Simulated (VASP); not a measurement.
# Tl2ZnO2: single point with PBE

The system is Tl2ZnO2.

```
Zn Tl O
1.0
     3.38596    0.00000    0.00000
    -1.69298    2.93233    0.00000
     0.00000    0.00000   10.45953
Zn Tl O
1 2 2
Direct
  0.66667 0.33333 0.65493
  0.00000 0.00000 0.02269
  0.33333 0.66667 0.32697
  0.66667 0.33333 0.17520
  0.00000 0.00000 0.65671
```

- Program: VASP 6.6.1
- Task: single point
- Functional: PBE
- Potentials or basis: VASP PAW PBE potentials, release 64 (Zn, Tl_d, O)
- Cutoff: 520 eV
- k mesh: 6 × 6 × 2
- Occupations: gaussian, width 0.1 eV
- Spin: no spin polarisation
- Dipole correction: no
- Further INCAR settings: ALGO = Normal; EDIFF = 1e-06; NBANDS = 33

```json
{
  "Pressure": "0.2 GPa",
  "Largest force": "0.031 eV/Å",
  "Band gap on the k mesh": "0.40 eV (least direct gap 0.57 eV)"
}
```

Forces on the atoms (eV/Å):
```
Zn   0.000  0.000  0.006
Tl   0.000  0.000 -0.031
Tl   0.000  0.000  0.029
O    0.000  0.000 -0.003
O    0.000  0.000 -0.001
```

Stress tensor (GPa, compression positive):
```
0.20 0.00 0.00
0.00 0.20 0.00
0.00 0.00 0.29
```

Levels at points of the mesh, in eV from the valence-band top:
```
           k point  band 21  band 22  band 23  band 24  band 25  band 26  band 27  band 28  band 29  band 30
(0.00, 0.00, 0.00)    -0.98    -0.98    -0.74    -0.74    -0.74     0.40     3.09     4.56     9.03    10.27
(0.50, 0.00, 0.00)    -2.70    -2.32    -1.48    -1.36    -0.08     0.61     2.65     4.85     5.43     6.27
(0.00, 0.00, 0.50)    -1.21    -0.98    -0.98    -0.74    -0.74     1.26     2.01     6.15     6.83    10.52
(0.50, 0.00, 0.50)    -2.70    -2.32    -1.48    -1.43     0.00     0.57     2.75     4.68     5.24     6.35
```

It took 110 s on 1 thread of Intel Xeon 8259CL (shared host), peak memory 0.26 GiB.

Caveat: spin-orbit coupling is left out, which moves the levels of the heavy elements. A k mesh can miss the band edges.
